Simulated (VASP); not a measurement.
Set up this calculation in VASP 6.6.1, as the native input.

```yaml
Task: single point
Functional: LDA
Potentials_or_basis: VASP PAW LDA potentials, release 64 (Fe_sv, Ru_sv)
Cutoff: 600 eV
k_mesh: 12 × 12 × 7
Occupations: fermi-dirac, width 0.05 eV
Spin: collinear spin, zero start
Starting_moments: "[0.0, 0.0] μB"
Fixed_moment: 0 μB
Dipole_correction: no
Further_INCAR_settings: ALGO = Normal; EDIFF = 1e-06; NBANDS = 27
```

The structure of FeRu lies in POSCAR:

```
FeRu
1.0
    2.6428014205      0.0000000000      0.0000000000
   -1.3214007102      2.2887331673      0.0000000000
    0.0000000000      0.0000000000      4.0702270000
Fe Ru
1 1
Direct
    0.0000000000      0.0000000000      0.5000000000
    0.6666666667      0.3333333333      0.0000000000
```

The input as run:

INCAR

```
ALGO = Normal
EDIFF = 1E-6
ENCUT = 600
GGA_COMPAT = F
ISIF = 2
ISMEAR = -1
ISPIN = 2
LASPH = T
LCHARG = F
LMAXMIX = 4
LORBIT = 11
LREAL = F
LWAVE = F
MAGMOM = 0 0
NBANDS = 27
NELM = 200
NUPDOWN = 0.0
PREC = Accurate
SIGMA = 0.05
```

KPOINTS

```
k-points
0
Gamma
  12 12 7
```

Potentials or basis: VASP PAW LDA potentials, release 64 (Fe_sv, Ru_sv).

The run is started by

```console
$ cat potpaw_LDA.64/Fe_sv/POTCAR potpaw_LDA.64/Ru_sv/POTCAR > POTCAR
$ mpirun -np 1 vasp_std > vasp.out
```

Results of the run:

```
Pressure                                              : -21.3 GPa
Net moment                                            : 0.00 μB per cell
Valence electrons inside the program's atomic spheres : Fe 13.75; Ru 13.65
```

Caveat: the cell stands under tension; the total moment is fixed, so each spin has its own Fermi level.

Run time: 46 s on 1 thread of Intel(R) Xeon(R) 6975P-C (Granite Rapids), with other jobs on the host, peak memory 0.21 GiB.
